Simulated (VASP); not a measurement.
# Ge (I4_1/amd) in VASP: further runs

The runs below take Ge through single point, with PBE.

All numbers are computed with VASP 6.6.1; they aren't measurements. Logs are shortened: lines on timing, memory, paths and dates and some standing lists are left out, and cuts for length are marked.

### 1 The cell of the first run

The structure is tetragonal, space group I4_1/amd (No. 141). Conventional cell: a = 4.000 Å, b = 4.000 Å, c = 5.375 Å, α = 90.00°, β = 90.00°, γ = 90.00°. Ge (site symmetry -4m2) has 4 Ge at 2.41 Å within 3.2 Å.

### 2 Single point, PBE (strain +0.000 along x and y, -0.050 along z)

INCAR

```
SYSTEM = Ge
  ALGO = Normal
  EDIFF = 1E-6
  ENCUT = 520
  GGA = PE
  ISIF = 2
  ISMEAR = 0
  LASPH = .True.
  LCHARG = .True.
  LELF = .True.
  LREAL = .False.
  LVHAR = .True.
  LWAVE = .False.
  NBANDS = 21
  NELM = 100
  PREC = Accurate
  SIGMA = 0.15
```

KPOINTS

```
k-points
0
Gamma
  14 14 14
  0 0 0
```

POSCAR

```
Ge
1.0
    0.0000000000      2.8287700000      2.6873315000
    2.8287700000      0.0000000000      2.6873315000
    2.8287700000      2.8287700000      0.0000000000
Ge
2
Direct
    0.5000000000      0.5000000000      0.5000000000
    0.7500000000      0.7500000000      0.7500000000
```

Potentials or basis: VASP PAW PBE potentials, release 64 (Ge_d).

Started as:

```bash
> cat potpaw_PBE.64/Ge_d/POTCAR > POTCAR
> mpirun -np 1 vasp_std > vasp.out
```

OUTCAR:

```text
SYSTEM = Ge
   EDIFF = 1E-6
   ENCUT = 520
   GGA = PE
   ISIF = 2
   ISMEAR = 0
   LASPH = .True.
   LREAL = .False.
   NELM = 100
   PREC = Accurate

 ion  position               nearest neighbor table
   1  0.500  0.500  0.500-   2 2.41   2 2.41   2 2.41   2 2.41
   2  0.750  0.750  0.750-   1 2.41   1 2.41   1 2.41   1 2.41

  LATTYP: Found a body centered tetragonal cell.
 ALAT       =     4.0004848988
 C/A-ratio  =     1.3435028843

  Lattice vectors:

 A1 = (   0.0000000000,  -2.8287700000,  -2.6873315000)
 A2 = (   0.0000000000,   2.8287700000,  -2.6873315000)
 A3 = (   2.8287700000,   0.0000000000,   2.6873315000)

Analysis of symmetry for initial positions (statically):
=====================================================================
 Subroutine PRICEL returns:
 Original cell was already a primitive cell.

 Routine SETGRP: Setting up the symmetry group for a
 body centered tetragonal supercell.

 Subroutine GETGRP returns: Found 16 space group operations
 (whereof  8 operations were pure point group operations)
 out of a pool of 16 trial point group operations.

The static configuration has the point symmetry D_2d.
 The point group associated with its full space group is D_4h.

Analysis of symmetry for dynamics (positions and initial velocities):
=====================================================================
 Subroutine PRICEL returns:
 Original cell was already a primitive cell.

 Routine SETGRP: Setting up the symmetry group for a
 body centered tetragonal supercell.

 Subroutine GETGRP returns: Found 16 space group operations
 (whereof  8 operations were pure point group operations)
 out of a pool of 16 trial point group operations.

The dynamic configuration has the point symmetry D_2d.
 The point group associated with its full space group is D_4h.

 Subroutine INISYM returns: Found 16 space group operations
 (whereof  8 operations are pure point group operations),
 and found     1 'primitive' translations

----------------------------------------------------------------------------------------

                                     Primitive cell

  volume of cell :      43.0077

  direct lattice vectors                    reciprocal lattice vectors
     0.000000000  2.828770000  2.687331500    -0.176755268  0.176755268  0.186058177
     2.828770000  0.000000000  2.687331500     0.176755268 -0.176755268  0.186058177
     2.828770000  2.828770000  0.000000000     0.176755268  0.176755268 -0.186058177

  length of vectors
[... 76 lines left out ...]
   ISPIN  =      1    spin polarized calculation?
   LNONCOLLINEAR =      F non collinear calculations
   LSORBIT =      F    spin-orbit coupling
   LASPH  =      T    aspherical Exc in radial PAW
   ENCUT  =  520.0 eV  38.22 Ry    6.18 a.u.   7.25  7.25  7.44*2*pi/ulx,y,z
   NELM   =    100;   NELMIN=  2; NELMDL= -5     # of ELM steps
   EDIFF  = 0.1E-05   stopping-criterion for ELM
   LREAL  =      F    real-space projection
   EDIFFG = 0.1E-04   stopping-criterion for IOM
   NSW    =      0    number of steps for IOM
   IBRION =     -1    ionic relax: 0-MD 1-quasi-New 2-CG
   NFREE  =      0    steps in history (QN), initial steepest desc. (CG)
   ISIF   =      2    stress and relaxation
   ISYM   =      2    0-nonsym 1-usesym 2-fastsym
   POTIM  = 0.5000    time-step for ionic-motion
   TEBEG  =    0.0;   TEEND  =   0.0 temperature during run
   PSTRESS=    0.0 pullay stress
   NELECT =      28.0000    total number of electrons
   NUPDOWN=      -1.0000    fix difference up-down
   EMIN   =  10.00;   EMAX   =-10.00  energy-range for DOS
   EFERMI =   0.00;   METHOD = LEGACY
   ISMEAR =     0;   SIGMA  =   0.15  broadening in eV -4-tet -1-fermi 0-gaus
   EFERMI_NEDOS =   21; number of points for ismear=-14 and -15
   IALGO  =     38    algorithm
   IMIX   =      4    mixing-type and parameters
     AMIX     =   0.40;   BMIX     =  1.00
     AMIX_MAG =   1.60;   BMIX_MAG =  1.00
  volume/ion in A,a.u.               =      21.50       145.12
  Fermi-wavevector in a.u.,A,eV,Ry     =   1.418879  2.681292 27.391486  2.013217
  Thomas-Fermi vector in A             =   2.539958
   LORBIT       =      0    0 simple, 1 ext, 2 COOP (PROOUT), +10 PAW based schemes
   GGA     = PE    functional components
   LHFCALC =     F    Hartree Fock is set to
   AEXX    =    0.0000 exact exchange contribution
   IVDW    =     0    specifies the selected vdW correction
   LEPSILON=     F    determine dielectric tensor
   LRPA    =     F    only Hartree local field effects (RPA)
 non-spin polarized calculation
 Gauss-broadening in eV      SIGMA  =   0.15
  energy-cutoff  :      520.00
  volume of cell :       43.01
 maximum number of plane-waves:      1194
 NGX is ok and might be reduce to    30
   NGX = 15   NGY = 15   NGZ = 15

 number of electron      27.9999999 magnetization

 Free energy of the ion-electron system (eV)
  ---------------------------------------------------
  ext. energy  EPLUGINS =         0.00000000
  ---------------------------------------------------
  free energy    TOTEN  =        -8.91266759 eV

  energy without entropy =       -8.91224683  energy(sigma->0) =       -8.91245721

 E-fermi :   5.6511     XC(G=0): -10.1754

 val. band max:        5.5170294718   @ k =   0.0714  -0.0000   0.0000
 cond. band min:       5.6892653731   @ k =   0.4286   0.4286   0.0000
 fundamental gap:      0.1722359013
 Fermi energy:         5.6511293035

 k-point     1 :       0.0000    0.0000    0.0000
  band No.  band energies     occupation
      1     -19.3980      2.00000
      2     -19.3824      2.00000
      3     -19.3824      2.00000
      4     -19.3510      2.00000
      5     -19.3437      2.00000
      6     -19.1171      2.00000
[... 565 lines left out ...]
     20      15.0776      0.00000
     21      15.3090      0.00000

 [... further k-points ...]
[... 5 lines left out ...]
  --------------------------------------------------------------------------------------
  -------------------------------------------------------------------------------------
  Total        1.8319638      1.8319638      2.7223030      0.0000000      0.0000000     -0.0000000
  in kB       68.2465890     68.2465890    101.4146132      0.0000000      0.0000000     -0.0000000
  external PRESSURE =      79.3025971 kB  Pullay stress =       0.0000000 kB

 VOLUME and BASIS-vectors are now :
 -----------------------------------------------------------------------------
  energy-cutoff  :      520.00
  volume of cell :       43.01
      direct lattice vectors                 reciprocal lattice vectors
     0.000000000  2.828770000  2.687331500    -0.176755268  0.176755268  0.186058177
     2.828770000  0.000000000  2.687331500     0.176755268 -0.176755268  0.186058177
     2.828770000  2.828770000  0.000000000     0.176755268  0.176755268 -0.186058177

 POSITION                                       TOTAL-FORCE (eV/Angst)
 -----------------------------------------------------------------------------------
      2.82877      2.82877      2.68733        -0.000000     -0.000000     -0.000000
      4.24315      4.24315      4.03100         0.000000      0.000000      0.000000
 -----------------------------------------------------------------------------------
    total drift:                                0.000000     -0.000000     -0.000000

  FREE ENERGIE OF THE ION-ELECTRON SYSTEM (eV)
  ---------------------------------------------------
  free  energy   TOTEN  =        -8.9126675872 eV

  energy  without entropy=       -8.9122468286  energy(sigma->0) =       -8.91245721
```

It took 89 s on 1 thread of Intel Xeon 6975P-C (Granite Rapids), shared host; peak memory 0.3 GiB.

What came out:

```yaml
Free_energy: -8.9127 eV
Pressure: 7.9 GPa
Band_gap_on_the_k_mesh: zero (band 14 reaches 5.77 eV, above the bottom of band 15 at 5.69 eV)
```

Stress tensor (GPa, compression positive):
```
 6.82  0.00  0.00
 0.00  6.82  0.00
 0.00  0.00 10.14
```

Caveat: the cell differs from its parent crystal (strain +0.000 along x and y, -0.050 along z).

### 3 Single point, PBE (strain -0.025 along x and y, +0.050 along z)

INCAR

```
SYSTEM = Ge
ALGO = Normal
EDIFF = 1E-6
ENCUT = 520
GGA = PE
ISIF = 2
ISMEAR = 0
LASPH = .TRUE.
LCHARG = .TRUE.
LELF = .TRUE.
LREAL = .FALSE.
LVHAR = .TRUE.
LWAVE = .FALSE.
NBANDS = 21
NELM = 80
PREC = Accurate
SIGMA = 0.15
```

KPOINTS

```
k-points
0
G
  14 14 14
  0 0 0
```

POSCAR

```
Ge
1.0
    0.0000000000      2.7580507500      2.9702085000
    2.7580507500      0.0000000000      2.9702085000
    2.7580507500      2.7580507500      0.0000000000
Ge
2
Direct
    0.5000000000      0.5000000000      0.5000000000
    0.7500000000      0.7500000000      0.7500000000
```

Potentials or basis: VASP PAW PBE potentials, release 64 (Ge_d).

Started as:

```bash
> cat potpaw_PBE.64/Ge_d/POTCAR > POTCAR
> mpirun -np 1 vasp_std > vasp.out
```

Run time: 90 s. Hardware: 1 thread of Intel Xeon 6975P-C (Granite Rapids), shared host; peak memory 0.3 GiB.

Results (log left out):

```
Free energy            : -8.9683 eV
Pressure               : 3.7 GPa
Band gap on the k mesh : zero (band 14 reaches 5.22 eV, above the bottom of band 15 at 5.10 eV)
```

Stress tensor (GPa, compression positive):
```
 5.69  0.00  0.00
 0.00  5.69  0.00
 0.00  0.00 -0.15
```

Levels at points of the mesh, in eV from the Fermi level:
```tsv
k point	band 10	band 11	band 12	band 13	band 14	band 15	band 16	band 17	band 18	band 19
(0.00, 0.00, 0.00)	-24.66	-12.89	-0.53	-0.12	0.10	0.10	2.35	2.35	2.71	6.33
(0.50, 0.00, 0.00)	-24.63	-10.79	-7.71	-1.86	-1.16	-0.03	3.53	3.87	7.07	10.22
(0.50, 0.50, 0.00)	-24.62	-9.24	-9.24	-2.83	-2.83	1.05	1.05	9.34	9.34	11.23
(0.50, 0.00, 0.50)	-24.64	-8.88	-8.88	-3.34	-3.34	0.45	0.45	9.12	9.12	11.12
```

Caveat: the cell differs from its parent crystal (strain -0.025 along x and y, +0.050 along z).

### 4 Single point, PBE (strain +0.050 along x and y, -0.050 along z)

INCAR

```
SYSTEM = Ge
  PREC = Accurate
  ENCUT = 520
  EDIFF = 1E-6
  ISMEAR = 0
  SIGMA = 0.15
  LREAL = .FALSE.
  LASPH = .TRUE.
  NELM = 60
  ALGO = Normal
  ISIF = 2
  LWAVE = .FALSE.
  LCHARG = .FALSE.
  GGA = PE
  NBANDS = 21
```

KPOINTS

```
Automatic mesh
0
G
  14 14 14
  0 0 0
```

POSCAR

```
Ge
1.0
    0.0000000000      2.9702085000      2.6873315000
    2.9702085000      0.0000000000      2.6873315000
    2.9702085000      2.9702085000      0.0000000000
Ge
2
Direct
    0.5000000000      0.5000000000      0.5000000000
    0.7500000000      0.7500000000      0.7500000000
```

Potentials or basis: VASP PAW PBE potentials, release 64 (Ge_d).

Started as:

```bash
> cat potpaw_PBE.64/Ge_d/POTCAR > POTCAR
> mpirun -np 1 vasp_std > vasp.out
```

OUTCAR:

```text
SYSTEM = Ge
   PREC = Accurate
   ENCUT = 520
   EDIFF = 1E-6
   ISMEAR = 0
   LREAL = .FALSE.
   LASPH = .TRUE.
   NELM = 60
   ISIF = 2
   GGA = PE

 ion  position               nearest neighbor table
   1  0.500  0.500  0.500-   2 2.49   2 2.49   2 2.49   2 2.49
   2  0.750  0.750  0.750-   1 2.49   1 2.49   1 2.49   1 2.49

  LATTYP: Found a body centered tetragonal cell.
 ALAT       =     4.2005091438
 C/A-ratio  =     1.2795265564

  Lattice vectors:

 A1 = (   0.0000000000,  -2.9702085000,  -2.6873315000)
 A2 = (   0.0000000000,   2.9702085000,  -2.6873315000)
 A3 = (   2.9702085000,   0.0000000000,   2.6873315000)

Analysis of symmetry for initial positions (statically):
=====================================================================
 Subroutine PRICEL returns:
 Original cell was already a primitive cell.

 Routine SETGRP: Setting up the symmetry group for a
 body centered tetragonal supercell.

 Subroutine GETGRP returns: Found 16 space group operations
 (whereof  8 operations were pure point group operations)
 out of a pool of 16 trial point group operations.

The static configuration has the point symmetry D_2d.
 The point group associated with its full space group is D_4h.

Analysis of symmetry for dynamics (positions and initial velocities):
=====================================================================
 Subroutine PRICEL returns:
 Original cell was already a primitive cell.

 Routine SETGRP: Setting up the symmetry group for a
 body centered tetragonal supercell.

 Subroutine GETGRP returns: Found 16 space group operations
 (whereof  8 operations were pure point group operations)
 out of a pool of 16 trial point group operations.

The dynamic configuration has the point symmetry D_2d.
 The point group associated with its full space group is D_4h.

 Subroutine INISYM returns: Found 16 space group operations
 (whereof  8 operations are pure point group operations),
 and found     1 'primitive' translations

[... 104 lines left out ...]
   PSTRESS=    0.0 pullay stress
   NELECT =      28.0000    total number of electrons
   NUPDOWN=      -1.0000    fix difference up-down
   EMIN   =  10.00;   EMAX   =-10.00  energy-range for DOS
   EFERMI =   0.00;   METHOD = LEGACY
   ISMEAR =     0;   SIGMA  =   0.15  broadening in eV -4-tet -1-fermi 0-gaus
   EFERMI_NEDOS =   21; number of points for ismear=-14 and -15
   IALGO  =     38    algorithm
   IMIX   =      4    mixing-type and parameters
     AMIX     =   0.40;   BMIX     =  1.00
     AMIX_MAG =   1.60;   BMIX_MAG =  1.00
  volume/ion in A,a.u.               =      23.71       159.99
  Fermi-wavevector in a.u.,A,eV,Ry     =   1.373470  2.595482 25.666295  1.886419
  Thomas-Fermi vector in A             =   2.498984
   LORBIT       =      0    0 simple, 1 ext, 2 COOP (PROOUT), +10 PAW based schemes
   GGA     = PE    functional components
   LHFCALC =     F    Hartree Fock is set to
   AEXX    =    0.0000 exact exchange contribution
   IVDW    =     0    specifies the selected vdW correction
   LEPSILON=     F    determine dielectric tensor
   LRPA    =     F    only Hartree local field effects (RPA)
 non-spin polarized calculation
 Gauss-broadening in eV      SIGMA  =   0.15
  energy-cutoff  :      520.00
  volume of cell :       47.42
 maximum number of plane-waves:      1298
 NGX is ok and might be reduce to    30
   NGX = 15   NGY = 15   NGZ = 15

 number of electron      28.0000002 magnetization

 Free energy of the ion-electron system (eV)
  ---------------------------------------------------
  ext. energy  EPLUGINS =         0.00000000
  ---------------------------------------------------
  free energy    TOTEN  =        -8.97836288 eV

  energy without entropy =       -8.97696679  energy(sigma->0) =       -8.97766484

 E-fermi :   4.5744     XC(G=0):  -9.7221

 val. band max:        4.5524944684   @ k =  -0.0714   0.0000   0.0714
 cond. band min:       4.6184545657   @ k =   0.3571   0.3571   0.0000
 fundamental gap:      0.0659600972
 Fermi energy:         4.5743746761

 k-point     1 :       0.0000    0.0000    0.0000
  band No.  band energies     occupation
      1     -20.2155      2.00000
      2     -20.1947      2.00000
      3     -20.1947      2.00000
      4     -20.1720      2.00000
      5     -20.1663      2.00000
      6     -20.0007      2.00000
[... 565 lines left out ...]
     20      13.8767      0.00000
     21      13.9573      0.00000

 [... further k-points ...]
[... 5 lines left out ...]
  --------------------------------------------------------------------------------------
  -------------------------------------------------------------------------------------
  Total       -0.4286306     -0.4286306      1.1806654      0.0000000     -0.0000000      0.0000000
  in kB      -14.4833359    -14.4833359     39.8944323      0.0000000     -0.0000000      0.0000000
  external PRESSURE =       3.6425868 kB  Pullay stress =       0.0000000 kB

 VOLUME and BASIS-vectors are now :
 -----------------------------------------------------------------------------
  energy-cutoff  :      520.00
  volume of cell :       47.42
      direct lattice vectors                 reciprocal lattice vectors
     0.000000000  2.970208500  2.687331500    -0.168338351  0.168338351  0.186058177
     2.970208500  0.000000000  2.687331500     0.168338351 -0.168338351  0.186058177
     2.970208500  2.970208500  0.000000000     0.168338351  0.168338351 -0.186058177

 POSITION                                       TOTAL-FORCE (eV/Angst)
 -----------------------------------------------------------------------------------
      2.97021      2.97021      2.68733        -0.000000     -0.000000      0.000000
      4.45531      4.45531      4.03100         0.000000      0.000000     -0.000000
 -----------------------------------------------------------------------------------
    total drift:                                0.000000     -0.000000     -0.000000

  FREE ENERGIE OF THE ION-ELECTRON SYSTEM (eV)
  ---------------------------------------------------
  free  energy   TOTEN  =        -8.9783628820 eV

  energy  without entropy=       -8.9769667913  energy(sigma->0) =       -8.97766484
```

stdout:

```text
POSCAR found type information on POSCAR Ge
 POSCAR found :  1 types and       2 ions
 scaLAPACK will be used
 LDA part: xc-table for (Slater+PW92), standard interpolation
 POSCAR, INCAR and KPOINTS ok, starting setup
 FFT: planning ... GRIDC
 FFT: planning ... GRID_SOFT
 FFT: planning ... GRID
 WAVECAR not read
 entering main loop
```

Run time: 83 s. Hardware: 1 thread of Intel Xeon 6975P-C (Granite Rapids), shared host; peak memory 0.31 GiB.

Results:

| Item | Value |
| --- | --- |
| Free energy | -8.9784 eV |
| Pressure | 0.4 GPa |
| Band gap on the k mesh | zero (band 14 reaches 4.63 eV, above the bottom of band 15 at 4.46 eV) |

Caveat: the cell differs from its parent crystal (strain +0.050 along x and y, -0.050 along z).

### 5 Summary

```csv
cell,gap on the mesh (eV),pressure (GPa)
"a = 3.902, b = 3.902, c = 4.000 Å, angles 59.2, 59.2, 61.7°, 2 atoms",none,7.9
"a = 4.053, b = 4.053, c = 3.900 Å, angles 61.2, 61.2, 57.5°, 2 atoms",none,3.7
"a = 4.005, b = 4.005, c = 4.201 Å, angles 58.4, 58.4, 63.2°, 2 atoms",none,0.4
```

Alike in all rows: task single point; level PBE; potentials or basis VASP PAW PBE potentials, release 64 (Ge_d); no spin polarisation; k mesh 14 × 14 × 14; cutoff (eV) 520; smearing gaussian 0.15 eV.

Absolute energies hang on the potentials; compare differences alone.
